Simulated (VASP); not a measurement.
# Cd: relaxation of cell and atoms with LDA

Cd:

```
Cd
1.0
     0.00000    2.16434    2.16434
     2.16434    0.00000    2.16434
     2.16434    2.16434    0.00000
Cd
1
Direct
  0.00000 0.00000 0.00000
```

This isn't the form of Cd at room conditions, which is hcp.

- Program: VASP 6.6.1
- Task: relaxation of cell and atoms
- Functional: LDA
- Potentials or basis: VASP PAW LDA potentials, release 64 (Cd)
- Cutoff: 600 eV
- k mesh: 16 × 16 × 16
- Occupations: fermi-dirac, width 0.08 eV
- Spin: no spin polarisation
- Dipole correction: no
- Further INCAR settings: ALGO = Normal; EDIFF = 1e-06; IBRION = 2; EDIFFG = -0.005; NSW = 60; ISIF = 3

The relaxed volume is 20.11 Å³/atom and the relaxed cell is a = 3.052 Å, b = 3.052 Å, c = 3.052 Å, α = 60.00°, β = 60.00°, γ = 60.00°. The space group after relaxing (to 0.1 Å) is Fm-3m (No. 225), the energy gained by relaxing is 0.3 meV/atom and the ionic steps are 3. The pressure after relaxing is 0.0 GPa. The band gap on the k mesh is zero (bands 6 and 7 overlap by 3.34 eV).

Step by step:
| step | energy change (eV) | largest force (eV/Å) | pressure (GPa) | volume (Å³) |
| --- | --- | --- | --- | --- |
| 1 | 0.0000 | 0.0000 | -0.55 | 20.28 |
| 2 | -0.0003 | 0.0000 | 0.13 | 20.07 |
| 3 | -0.0003 | 0.0000 | -0.01 | 20.11 |

Final structure:
```
CELL_PARAMETERS angstrom
0.00000 2.15835 2.15835
2.15835 0.00000 2.15835
2.15835 2.15835 0.00000
ATOMIC_POSITIONS crystal
Cd 0.00000 0.00000 0.00000
```

Levels at points of the mesh, in eV from the Fermi level:
```
           k point  band 4  band 5  band 6  band 7  band 8  band 9
(0.00, 0.00, 0.00)   -9.33   -8.78   -8.78   14.25   15.67   15.67
(0.50, 0.00, 0.00)   -8.33   -8.33   -2.67   -1.23   13.16   13.16
(0.50, 0.50, 0.00)   -8.22   -8.22   -1.05    1.65    6.99    6.99
```

Wall time 51 s on 1 thread of Oxide Virtual Turin-like Processor (shared host), peak memory 0.13 GiB.
